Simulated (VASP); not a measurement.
Input of a VASP 6.6.1 run:

The input INCAR:

```
PREC = Accurate
ENCUT = 520
EDIFF = 1E-7
ISMEAR = -1
SIGMA = 0.1
LREAL = False
LASPH = True
NELM = 100
ALGO = Normal
ISIF = 2
LWAVE = False
LCHARG = False
GGA = PS
NBANDS = 9
```

The input KPOINTS:

```
Automatic mesh
0
Gamma
  21 21 21
```

POSCAR

```
Se
1.0
    1.9660972418      1.1351267718      0.8821669284
   -1.9660972418      1.1351267718      0.8821669284
    0.0000000000     -2.2702535436      0.8821669284
Se
1
Direct
    0.0000000000      0.0000000000      0.0000000000
```

Potentials or basis: VASP PAW PBE potentials, release 64 (Se).

Run with:

```console
$ cat potpaw_PBE.64/Se/POTCAR > POTCAR
$ mpirun -np 1 vasp_std > vasp.out
```

Q: Predict the pressure.

A: 127.1 GPa.

Q: Estimate the band gap on the k mesh.

A: Zero (band 3 reaches 21.27 eV, above the bottom of band 4 at 6.78 eV).

Stress tensor (GPa, compression positive):
```
127.23   0.00   0.00
  0.00 127.23   0.00
  0.00   0.00 126.85
```

Caveat: the PAW data sets were made with another functional, which shifts forces and pressure a little.
